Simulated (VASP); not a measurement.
Set up this calculation in VASP 6.6.1, as the native input.

```yaml
Task: relaxation of cell and atoms
Functional: PBE
Potentials_or_basis: VASP PAW PBE potentials, release 64 (Ca_sv, Mg, As)
Cutoff: 600 eV
k_mesh: 10 × 10 × 4
Occupations: gaussian, width 0.1 eV
Spin: no spin polarisation
Dipole_correction: no
Further_INCAR_settings: ALGO = Normal; EDIFF = 1e-06; IBRION = 2; EDIFFG = -0.01; NSW = 100; ISIF = 3
```

The structure of Ca2MgAs2 lies in POSCAR:

```
Ca2MgAs2
1.0
    3.5839842660      0.0000000000      0.0000000000
    0.0000000000      3.5839842660      0.0000000000
    0.0000000000      0.0000000000     10.5919003434
Ca Mg As
2 1 2
Direct
    0.0000000000      0.0000000000      0.8128052504
    0.0000000000      0.0000000000      0.1871947496
    0.0000000000      0.0000000000      0.5000000000
    0.5000000000      0.5000000000      0.3417091834
    0.5000000000      0.5000000000      0.6582908166
```

One way to write it, as run:

INCAR

```
PREC = Accurate
ENCUT = 600
EDIFF = 1E-6
ISMEAR = 0
SIGMA = 0.1
LREAL = False
LASPH = True
NELM = 100
ALGO = Normal
ISIF = 3
LWAVE = False
LCHARG = False
GGA = PE
IBRION = 2
NSW = 100
EDIFFG = -0.01
```

KPOINTS

```
Automatic mesh
0
Gamma
  10 10 4
```

Potentials or basis: VASP PAW PBE potentials, release 64 (Ca_sv, Mg, As).

The run is started by

```sh
$ cat potpaw_PBE.64/Ca_sv/POTCAR potpaw_PBE.64/Mg/POTCAR potpaw_PBE.64/As/POTCAR > POTCAR
$ mpirun -np 1 vasp_std > vasp.out
```

Results of the run:

```
Relaxed volume                         : 27.39 Å³/atom
Relaxed cell                           : a = 3.604 Å, b = 3.604 Å, c = 10.542 Å, α = 90.00°, β = 90.00°, γ = 90.00°
Space group after relaxing (to 0.05 Å) : P4/mmm (No. 123)
Energy gained by relaxing              : 0.8 meV/atom
Ionic steps                            : 9
Pressure after relaxing                : 0.0 GPa
Largest force after relaxing           : 0.007 eV/Å
Band gap on the k mesh                 : zero (band 16 reaches 3.74 eV, above the bottom of band 17 at 2.58 eV)
```

Wall time 21 min on 1 thread of Intel(R) Xeon(R) Platinum 8259CL CPU @ 2.50GHz (Skylake/Cascade Lake), on a shared host, peak memory 0.46 GiB.
